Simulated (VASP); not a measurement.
A run of VASP 6.6.1 is set up as follows.

Contents of INCAR:

```
PREC = Accurate ; ENCUT = 700
EDIFF = 1E-6 ; ISMEAR = -1
SIGMA = 0.05 ; LREAL = Auto
LASPH = T ; NELM = 120
ALGO = Normal ; ISIF = 2
LWAVE = F ; LCHARG = F
GGA = PS ; NBANDS = 78
GGA_COMPAT = F ; ISYM = -1
```

KPOINTS

```
explicit points
4
Reciprocal
  0.25000000   0.25000000   0.25000000 2
  0.25000000   0.25000000   0.75000000 2
  0.25000000   0.75000000   0.25000000 2
  0.25000000   0.75000000   0.75000000 2
```

POSCAR

```
Ba3Sr5O8
1.0
    0.0000000000      5.2624470000      5.2624470000
    5.2624470000      0.0000000000      5.2624470000
    5.2624470000      5.2624470000      0.0000000000
O Sr Ba
8 5 3
Direct
    0.7423850000      0.2448690000      0.2590470000
    0.2562370000      0.7450540000      0.7462930000
    0.2483460000      0.7501710000      0.2427500000
    0.7519640000      0.2554250000      0.7452470000
    0.2493460000      0.2400750000      0.7566990000
    0.7549890000      0.7370950000      0.2515160000
    0.2574460000      0.2463130000      0.2508730000
    0.7640290000      0.7344240000      0.7491010000
    0.0112620000      0.9860100000      0.0053070000
    0.4987130000      0.5113890000      0.5023250000
    0.9875360000      0.0210730000      0.5040410000
    0.0060890000      0.5025630000      0.9912660000
    0.4901720000      0.0040160000      0.9986370000
    0.5161340000      0.4918580000      0.9965830000
    0.5035480000      0.0002460000      0.4930630000
    0.0017590000      0.4917230000      0.4983370000
```

Potentials or basis: VASP PAW PBE potentials, release 64 (O, Sr_sv, Ba_sv).

The run is started by

```sh
$ cat potpaw_PBE.64/O/POTCAR potpaw_PBE.64/Sr_sv/POTCAR potpaw_PBE.64/Ba_sv/POTCAR > POTCAR
$ mpirun -np 1 vasp_std > vasp.out
```

**Question.** What does it give for the band gap on the k mesh?

**Answer.** 3.14 eV.

**Question.** Estimate the largest force.

**Answer.** 1.401 eV/Å.

Stress tensor (GPa, compression positive):
```
 2.74 -0.01 -0.10
-0.01  2.47 -0.09
-0.10 -0.09  2.95
```

Caveat: the PAW data sets were made with another functional, which shifts forces and pressure a little; spin-orbit coupling is left out, which moves the levels of the heavy elements; a shifted mesh leaves out Γ, where band edges can lie. A k mesh can miss the band edges.
